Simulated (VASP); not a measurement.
Here is a VASP 6.6.1 calculation.

File INCAR:

```
ALGO     = Normal         # electronic algorithm
EDIFF    = 1E-6           # SCF threshold, eV
ENCUT    = 520            # plane-wave cutoff, eV
GGA      = RP             # functional
ISIF     = 2              # what is computed and relaxed
ISMEAR   = -1             # smearing method
LASPH    = T              # aspherical terms in the spheres
LCHARG   = F              # write CHGCAR
LREAL    = F              # projectors in reciprocal space
LWAVE    = F              # write WAVECAR
NBANDS   = 10             # bands
NELM     = 100            # most SCF steps
PREC     = Accurate       # precision mode
SIGMA    = 0.1            # smearing width, eV
```

Contents of KPOINTS:

```
k-points
0
Gamma
  8 8 11
```

The input POSCAR:

```
Mg
1.0
    4.9451399370      0.0000000000      0.0000000000
   -2.4725699685      4.2826168107      0.0000000000
    0.0000000000      0.0000000000      2.9996919903
Mg
3
Direct
    0.0000000000      1.0000000000      0.0000000000
    0.3333333333      0.6666666667      0.5000000000
    0.6666666667      0.3333333333      0.5000000000
```

Potentials or basis: VASP PAW PBE potentials, release 64 (Mg).

Command:

```sh
$ cat potpaw_PBE.64/Mg/POTCAR > POTCAR
$ mpirun -np 1 vasp_std > vasp.out
```

Q: Predict the band gap on the k mesh.

A: Zero (band 3 reaches 6.50 eV, above the bottom of band 4 at 2.28 eV).

Q: Estimate the pressure.

A: 5.1 GPa.

Caveat: the PAW data sets were made with another functional, which shifts forces and pressure a little.
